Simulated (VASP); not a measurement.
# ZrS (Immm) in VASP: a series of runs, part 2 of 2

VASP 6.6.1.

## (3) Single point, PBEsol (uniaxial strain along a: +1.0 %)

File INCAR:

```
PREC = Accurate ; ENCUT = 520
EDIFF = 1E-6 ; ISMEAR = 0
SIGMA = 0.1 ; LREAL = F
LASPH = T ; NELM = 100
ALGO = Normal ; ISIF = 2
LWAVE = F ; LCHARG = T
GGA = PS ; LELF = T
LVHAR = T ; NBANDS = 26
```

File KPOINTS:

```
Automatic mesh
0
Gamma
  14 14 10
```

File POSCAR:

```
ZrS
1.0
    2.6089061042      2.6089061042      0.0000000000
   -2.5766176623      2.5766176623      0.0000000000
    0.0000000000      0.0000000000      5.1532353246
Zr S
2 2
Direct
    0.0000000000      0.0000000000      0.0000000000
    0.5000000000      0.5000000000      0.5000000000
    0.5000000000      0.5000000000      0.0000000000
    0.0000000000      0.0000000000      0.5000000000
```

Potentials or basis: VASP PAW PBE potentials, release 64 (Zr_sv, S).

Command:

```sh
$ cat potpaw_PBE.64/Zr_sv/POTCAR potpaw_PBE.64/S/POTCAR > POTCAR
$ mpirun -np 1 vasp_std > vasp.out
```

OUTCAR:

```text
PREC = Accurate
   ENCUT = 520
   EDIFF = 1E-6
   ISMEAR = 0
   LREAL = F
   LASPH = T
   NELM = 100
   ISIF = 2
   GGA = PS

 ion  position               nearest neighbor table
   1  0.000  0.000  0.000-   4 2.58   4 2.58   3 2.59   3 2.59   3 2.59   3 2.59   2 3.66   2 3.66
                             2 3.66   2 3.66   2 3.66   2 3.66   2 3.66   2 3.66
   2  0.500  0.500  0.500-   3 2.58   3 2.58   4 2.59   4 2.59   4 2.59   4 2.59   1 3.66   1 3.66
                             1 3.66   1 3.66   1 3.66   1 3.66   1 3.66   1 3.66
   3  0.500  0.500  0.000-   2 2.58   2 2.58   1 2.59   1 2.59   1 2.59   1 2.59
   4  0.000  0.000  0.500-   1 2.58   1 2.58   2 2.59   2 2.59   2 2.59   2 2.59

  LATTYP: Found a simple orthorhombic cell.
 ALAT       =     3.6438876431
 B/A-ratio  =     1.0125313283
 C/A-ratio  =     1.4142135624

  Lattice vectors:

 A1 = (   2.5766176623,  -2.5766176623,   0.0000000000)
 A2 = (   2.6089061042,   2.6089061042,   0.0000000000)
 A3 = (   0.0000000000,   0.0000000000,   5.1532353246)

Analysis of symmetry for initial positions (statically):
=====================================================================
 Subroutine PRICEL returns following result:

  LATTYP: Found a body centered orthorhombic cell.
 ALAT       =     3.6438876431
 B/A-ratio  =     1.0125313283
 C/A-ratio  =     1.4142135624

  Lattice vectors:

 A1 = (   2.5927618832,   0.0161442209,  -2.5766176623)
 A2 = (  -2.5927618832,  -0.0161442209,  -2.5766176623)
 A3 = (   0.0161442209,   2.5927618832,   2.5766176623)

   2 primitive cells build up your supercell.

 Routine SETGRP: Setting up the symmetry group for a
 simple orthorhombic supercell.

 Subroutine GETGRP returns: Found  8 space group operations
 (whereof  8 operations were pure point group operations)
 out of a pool of  8 trial point group operations.

The static configuration has the point symmetry D_2h.

Analysis of symmetry for dynamics (positions and initial velocities):
=====================================================================
 Subroutine PRICEL returns following result:

  LATTYP: Found a body centered orthorhombic cell.
 ALAT       =     3.6438876431
 B/A-ratio  =     1.0125313283
 C/A-ratio  =     1.4142135624

  Lattice vectors:

 A1 = (   2.5927618832,   0.0161442209,  -2.5766176623)
 A2 = (  -2.5927618832,  -0.0161442209,  -2.5766176623)
 A3 = (   0.0161442209,   2.5927618832,   2.5766176623)

   2 primitive cells build up your supercell.

 Routine SETGRP: Setting up the symmetry group for a
 simple orthorhombic supercell.

 Subroutine GETGRP returns: Found  8 space group operations
 (whereof  8 operations were pure point group operations)
 out of a pool of  8 trial point group operations.

The dynamic configuration has the point symmetry D_2h.

 Subroutine INISYM returns: Found  8 space group operations
 (whereof  8 operations are pure point group operations),
 and found     2 'primitive' translations

----------------------------------------------------------------------------------------
[... 34 lines left out ...]
    -0.013860918  0.013860918  0.000000000     0.000000000  0.071428571  0.000000000
     0.000000000  0.000000000  0.019405285     0.000000000  0.000000000  0.100000000

  Length of vectors
     0.019359695  0.019602298  0.019405285

  Shift w.r.t. Gamma in fractional coordinates (k-lattice)
     0.000000000  0.000000000  0.000000000

 Subroutine IBZKPT returns following result:
 ===========================================

 Found    384 irreducible k-points:

 Following reciprocal coordinates:
            Coordinates               Weight
  0.000000  0.000000  0.000000      1.000000
  0.071429  0.000000  0.000000      2.000000
  0.142857  0.000000  0.000000      2.000000
  0.214286  0.000000  0.000000      2.000000
  0.285714  0.000000  0.000000      2.000000
  0.357143  0.000000  0.000000      2.000000
[... 16 lines left out ...]
  0.428571  0.142857  0.000000      4.000000
  0.500000  0.142857  0.000000      2.000000
 [... further k-points ...]
   k-points           NKPTS =    384   k-points in BZ     NKDIM =    384   number of bands    NBANDS=     26
   number of dos      NEDOS =    301   number of ions     NIONS =      4
   total plane-waves  NPLWV =  31360
   dimension x,y,z NGX =    28 NGY =   28 NGZ =   40
   dimension x,y,z NGXF=    56 NGYF=   56 NGZF=   80
   ions per type =               2   2
   NGX,Y,Z   is equivalent  to a cutoff of  12.62, 12.77, 12.90 a.u.
   NGXF,Y,Z  is equivalent  to a cutoff of  25.23, 25.55, 25.81 a.u.
 SYSTEM =  unknown system
   PREC   = accura    normal or accurate (medium, high low for compatibility)
   ISTART =      0    job   : 0-new  1-cont  2-samecut
   ICHARG =      2    charge: 1-file 2-atom 10-const
   ISPIN  =      1    spin polarized calculation?
   LNONCOLLINEAR =      F non collinear calculations
   LSORBIT =      F    spin-orbit coupling
   LASPH  =      T    aspherical Exc in radial PAW
   ENCUT  =  520.0 eV  38.22 Ry    6.18 a.u.   6.86  6.78  9.58*2*pi/ulx,y,z
   NELM   =    100;   NELMIN=  2; NELMDL= -5     # of ELM steps
   EDIFF  = 0.1E-05   stopping-criterion for ELM
   LREAL  =      F    real-space projection
   EDIFFG = 0.1E-04   stopping-criterion for IOM
   NSW    =      0    number of steps for IOM
   IBRION =     -1    ionic relax: 0-MD 1-quasi-New 2-CG
   NFREE  =      0    steps in history (QN), initial steepest desc. (CG)
   ISIF   =      2    stress and relaxation
   ISYM   =      2    0-nonsym 1-usesym 2-fastsym
   POTIM  = 0.5000    time-step for ionic-motion
   TEBEG  =    0.0;   TEEND  =   0.0 temperature during run
   PSTRESS=    0.0 pullay stress
   NELECT =      36.0000    total number of electrons
   NUPDOWN=      -1.0000    fix difference up-down
   EMIN   =  10.00;   EMAX   =-10.00  energy-range for DOS
   EFERMI =   0.00;   METHOD = LEGACY
   ISMEAR =     0;   SIGMA  =   0.10  broadening in eV -4-tet -1-fermi 0-gaus
   EFERMI_NEDOS =   21; number of points for ismear=-14 and -15
   IALGO  =     38    algorithm
   IMIX   =      4    mixing-type and parameters
     AMIX     =   0.40;   BMIX     =  1.00
     AMIX_MAG =   1.60;   BMIX_MAG =  1.00
  volume/ion in A,a.u.               =      17.32       116.88
  Fermi-wavevector in a.u.,A,eV,Ry     =   1.316142  2.487148 23.568429  1.732231
  Thomas-Fermi vector in A             =   2.446275
   LORBIT       =      0    0 simple, 1 ext, 2 COOP (PROOUT), +10 PAW based schemes
   GGA     = PS    functional components
   LHFCALC =     F    Hartree Fock is set to
   AEXX    =    0.0000 exact exchange contribution
   IVDW    =     0    specifies the selected vdW correction
   LEPSILON=     F    determine dielectric tensor
   LRPA    =     F    only Hartree local field effects (RPA)
 non-spin polarized calculation
 Gauss-broadening in eV      SIGMA  =   0.10
  energy-cutoff  :      520.00
  volume of cell :       69.28
 maximum number of plane-waves:      1896
 NGX is ok and might be reduce to    28
   NGX = 13   NGY = 13   NGZ = 19

 number of electron      36.0000004 magnetization

 Free energy of the ion-electron system (eV)
  ---------------------------------------------------
  ext. energy  EPLUGINS =         0.00000000
  ---------------------------------------------------
  free energy    TOTEN  =       -33.02665713 eV

  energy without entropy =      -33.01388409  energy(sigma->0) =      -33.02027061

 E-fermi :  11.1625     XC(G=0): -11.6699

 val. band max:       11.1612631944   @ k =   0.2857   0.1429   0.0000
 cond. band min:      11.1639978938   @ k =   0.1429   0.2857   0.0000
 fundamental gap:      0.0027346994
 Fermi energy:        11.1625187400

 k-point     1 :       0.0000    0.0000    0.0000
  band No.  band energies     occupation
      1     -38.6399      2.00000
      2     -38.5962      2.00000
      3     -16.9697      2.00000
      4     -16.7788      2.00000
      5     -16.7582      2.00000
      6     -16.6447      2.00000
[... 685 lines left out ...]
     25      15.1837      0.00000
     26      15.1837      0.00000

 [... further k-points ...]
[... 5 lines left out ...]
  --------------------------------------------------------------------------------------
  -------------------------------------------------------------------------------------
  Total       -0.4169176     -0.4169176      0.1373597     -0.1280515      0.0000000      0.0000000
  in kB       -9.6414521     -9.6414521      3.1765187     -2.9612615      0.0000000      0.0000000
  external PRESSURE =      -5.3687952 kB  Pullay stress =       0.0000000 kB

 VOLUME and BASIS-vectors are now :
 -----------------------------------------------------------------------------
  energy-cutoff  :      520.00
  volume of cell :       69.28
      direct lattice vectors                 reciprocal lattice vectors
     2.608906104  2.608906104  0.000000000     0.191651206  0.191651206  0.000000000
    -2.576617662  2.576617662  0.000000000    -0.194052850  0.194052850  0.000000000
     0.000000000  0.000000000  5.153235325     0.000000000  0.000000000  0.194052850

 POSITION                                       TOTAL-FORCE (eV/Angst)
 -----------------------------------------------------------------------------------
      0.00000      0.00000      0.00000         0.000000      0.000000      0.000000
      0.01614      2.59276      2.57662         0.000000      0.000000     -0.000000
      0.01614      2.59276      0.00000        -0.000000     -0.000000      0.000000
      0.00000      0.00000      2.57662         0.000000      0.000000      0.000000
 -----------------------------------------------------------------------------------
    total drift:                               -0.000000      0.000000      0.000000

  FREE ENERGIE OF THE ION-ELECTRON SYSTEM (eV)
  ---------------------------------------------------
  free  energy   TOTEN  =       -33.0266571254 eV

  energy  without entropy=      -33.0138840871  energy(sigma->0) =      -33.02027061
```

Run time: 8.4 min. Hardware: 1 thread of Oxide Virtual Turin-like, shared host; peak memory 0.58 GiB.

What came out:

```yaml
Free_energy: -33.0267 eV
Pressure: -0.5 GPa
Band_gap_on_the_k_mesh: zero (band 18 reaches 12.70 eV, above the bottom of band 19 at 9.73 eV)
```

Stress tensor (GPa, compression positive):
```
-0.96 -0.30  0.00
-0.30 -0.96  0.00
 0.00  0.00  0.32
```

Caveat: the cell differs from its parent crystal (uniaxial strain along a: +1.0 %); the PAW data sets were made with another functional, which shifts forces and pressure a little.

## (4) Single point, PBEsol (uniaxial strain along a: +3.0 %, then relaxed in part)

File INCAR:

```
SYSTEM = ZrS
  PREC = Accurate
  ENCUT = 520
  EDIFF = 1E-6
  ISMEAR = 0
  SIGMA = 0.1
  LREAL = .False.
  LASPH = .True.
  NELM = 100
  ALGO = Normal
  ISIF = 2
  LWAVE = .False.
  LCHARG = .False.
  GGA = PS
  NBANDS = 26
```

File KPOINTS:

```
Automatic mesh
0
Gamma
  14 14 10
  0 0 0
```

File POSCAR:

```
ZrS
1.0
    2.6605676112      2.6605676112      0.0000000000
   -2.5273650662      2.5273650662      0.0000000000
    0.0000000000      0.0000000000      5.1550734553
Zr S
2 2
Direct
    0.0000000000      0.0000000000      0.0000000000
    0.5000000000      0.5000000000      0.5000000000
    0.5000000000      0.5000000000      0.0000000000
    0.0000000000      0.0000000000      0.5000000000
```

Command:

```sh
$ cat potpaw_PBE.64/Zr_sv/POTCAR potpaw_PBE.64/S/POTCAR > POTCAR
$ mpirun -np 1 vasp_std > vasp.out
```

Run time: 9.9 min. Hardware: 1 thread of Oxide Virtual Turin-like, shared host; peak memory 0.57 GiB.

Results (log left out):

* Free energy: -33.0141 eV
* Pressure: -0.6 GPa
* Band gap on the k mesh: zero (band 18 reaches 12.62 eV, above the bottom of band 19 at 9.62 eV)

Stress tensor (GPa, compression positive):
```
-1.04 -1.22  0.00
-1.22 -1.04  0.00
 0.00  0.00  0.21
```

Levels at points of the mesh, in eV from the Fermi level:
| k point | band 15 | band 16 | band 17 | band 18 | band 19 | band 20 | band 21 | band 22 |
| --- | --- | --- | --- | --- | --- | --- | --- | --- |
| (0.00, 0.00, 0.00) | -3.67 | -3.53 | -3.38 | -1.77 | -1.46 | -1.21 | -0.73 | -0.72 |
| (0.50, 0.00, 0.00) | -5.68 | -5.68 | 0.48 | 0.48 | 0.89 | 0.89 | 1.00 | 1.00 |
| (0.00, 0.50, 0.00) | -5.59 | -5.59 | 0.19 | 0.19 | 0.55 | 0.55 | 1.37 | 1.37 |
| (0.50, 0.50, 0.00) | -4.47 | -4.47 | -3.68 | -3.68 | 0.47 | 0.47 | 2.27 | 2.27 |
| (0.00, 0.00, 0.50) | -4.24 | -4.24 | -2.75 | -2.75 | -0.14 | -0.14 | 1.19 | 1.19 |
| (0.50, 0.00, 0.50) | -5.87 | -5.87 | 1.13 | 1.13 | 1.67 | 1.67 | 1.94 | 1.94 |
| (0.00, 0.50, 0.50) | -6.15 | -6.15 | 1.47 | 1.47 | 1.59 | 1.59 | 1.82 | 1.82 |
| (0.50, 0.50, 0.50) | -5.94 | -5.94 | 0.01 | 0.01 | 0.12 | 0.12 | 1.64 | 1.64 |

Caveat: the cell differs from its parent crystal (uniaxial strain along a: +3.0 %, then relaxed in part); the PAW data sets were made with another functional, which shifts forces and pressure a little.

## (5) Overview

| cell | gap on the mesh (eV) | pressure (GPa) |
| --- | --- | --- |
| a = 3.580, b = 3.671, c = 5.192 Å, 4 atoms | none | 1.8 |
| a = 3.690, b = 3.644, c = 5.153 Å, 4 atoms | none | -0.5 |
| a = 3.763, b = 3.574, c = 5.155 Å, 4 atoms | none | -0.6 |

Alike in all rows: task single point; level PBEsol; potentials or basis VASP PAW PBE potentials, release 64 (Zr_sv, S); no spin polarisation; k mesh 14 × 14 × 10; cutoff (eV) 520; smearing gaussian 0.1 eV.

Caveats: the PAW data sets were made with another functional, which shifts forces and pressure a little.

Absolute energies hang on the potentials; compare differences alone.
